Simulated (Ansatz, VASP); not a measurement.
## Two plane-wave programs on Mg3BeS

File INCAR:

```
  PREC = Accurate
  ENCUT = 600
  EDIFF = 1E-6
  ISMEAR = 0
  SIGMA = 0.1
  LREAL = F
  LASPH = T
  NELM = 80
  ALGO = Normal
  ISIF = 3
  LWAVE = F
  LCHARG = F
  GGA = PE
  IBRION = 2
  NSW = 100
  EDIFFG = -0.01
```

The input KPOINTS:

```
Automatic mesh
0
Gamma
  8 8 8
```

Contents of POSCAR:

```
Mg3BeS
1.0
    4.8310466365      0.0000000000      0.0000000000
    0.0000000000      4.8310466365      0.0000000000
    0.0000000000      0.0000000000      4.9526182626
Mg Be S
3 1 1
Direct
    0.0000000000      0.5000000000      0.4878072490
    0.5000000000      0.5000000000      0.0458255903
    0.5000000000      0.0000000000      0.4878072490
    0.5000000000      0.5000000000      0.5606071794
    0.0000000000      0.0000000000      0.2598518023
```

Input for Ansatz:

```yaml
crystal:
  lattice:
    - [4.8310466365, 0.0, 0.0]
    - [0.0, 4.8310466365, 0.0]
    - [0.0, 0.0, 4.9526182626]
  atoms:
    - { symbol: Mg, position: [0.0, 0.5, 0.487807249] }
    - { symbol: Mg, position: [0.5, 0.5, 0.0458255903] }
    - { symbol: Mg, position: [0.5, 0.0, 0.487807249] }
    - { symbol: Be, position: [0.5, 0.5, 0.5606071794] }
    - { symbol: S, position: [0.0, 0.0, 0.2598518023] }
basis:
  ecutwfc: 420
kpoints:
  mp_grid: { grid: [8, 8, 8] }
hamiltonian:
  xc: pbe
scf:
  occupations: { method: gaussian, width: 0.1 }
output:
  forces: true
  stress: true
  eigenvalues: true
relax:
  adjacent_minimum: "off"
  f_tol: 0.01
  max_steps: 80
  cell: { stress_tol: 0.05 }
```

Change from the starting cell: species swapped into the CeBPt3 type (P4mm, No. 99).

Alike in both runs: task relaxation of cell and atoms; functional PBE; k mesh 8 × 8 × 8; occupations gaussian, width 0.1 eV; no spin polarisation.

|  | VASP | Ansatz |
| --- | --- | --- |
| version | VASP 6.6.1 | Ansatz 0.2.0 |
| potentials or method | VASP PAW PBE potentials, release 64 (Mg, Be, S), cutoff 600 eV | scalar-relativistic, plane waves, PAW |
| valence electrons in the cell | 14 | 38 |

|  | VASP | Ansatz | Ansatz less VASP |
| --- | --- | --- | --- |
| gap on the k mesh at the Fermi level, each at its own relaxed structure (eV) | none | none | - |
| relaxed volume (Å³/atom) | 23.20 | 23.25 | +0.053 |
| relaxed cell length with the largest relative difference (Å) | 4.824 | 4.829 | +0.0055 |

A gap of «none» marks a metal or a gap that the smearing closes. VASP's potentials hold 14 valence electrons a cell and Ansatz's 38, so a difference there can come from the potentials and not from the codes.
